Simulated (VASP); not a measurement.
Input of a VASP 6.6.1 run:

Contents of POSCAR:

```
TiAl3
1.0
    4.2078142436      0.1436848631      0.0233472798
    0.1436848631      3.9172101451     -0.1129722461
    0.0233472798     -0.1129722461      3.8520716213
Ti Al
1 3
Direct
    0.0302731455      0.0190374386     -0.0496186057
    0.5002178679      0.5375110746      0.0357112194
    0.4772007589     -0.0163754467      0.5442183843
   -0.0076917723      0.4598269335      0.4696890020
```

Contents of INCAR.step1:

```
  PREC = Accurate
  ENCUT = 520
  ISMEAR = 0
  SIGMA = 0.15
  LREAL = False
  LASPH = True
  NELM = 60
  NBANDS = 18
  GGA = PE
  ALGO = Normal
  EDIFF = 1E-4
  LWAVE = True
  LCHARG = False
  KPAR = 4
```

The input INCAR.step2:

```
  PREC = Accurate
  ENCUT = 520
  EDIFF = 1E-6
  ISMEAR = 0
  SIGMA = 0.15
  LREAL = False
  LASPH = True
  NELM = 60
  ALGO = Normal
  ISIF = 2
  LWAVE = False
  LCHARG = True
  METAGGA = R2SCAN
  LMIXTAU = True
  LVHAR = True
  NBANDS = 18
  ISTART = 1
  KPAR = 4
```

KPOINTS

```
regular mesh
0
Gamma
  12 12 12
```

Potentials or basis: VASP PAW PBE potentials, release 64 (Ti_sv, Al).

The run is started by

```bash
$ cat potpaw_PBE.64/Ti_sv/POTCAR potpaw_PBE.64/Al/POTCAR > POTCAR
$ cp INCAR.step1 INCAR
$ mpirun -np 4 vasp_std > vasp.out
$ cp INCAR.step2 INCAR
$ mpirun -np 4 vasp_std > vasp.out
```

Q: What does it give for the largest force?

A: 2.969 eV/Å.

Q: What does it give for the pressure?

A: 4.2 GPa.

Forces on the atoms (eV/Å):
```
Ti  -1.866 -0.918  2.118
Al   0.369 -1.321 -1.074
Al   1.663  0.680 -1.542
Al  -0.166  1.558  0.497
```

Caveat: the cell differs from its parent crystal (atoms moved at random and the cell strained at random); the stress differs along the axes, from -1 to 10 GPa; the PAW data sets were made with another functional, which shifts forces and pressure a little.
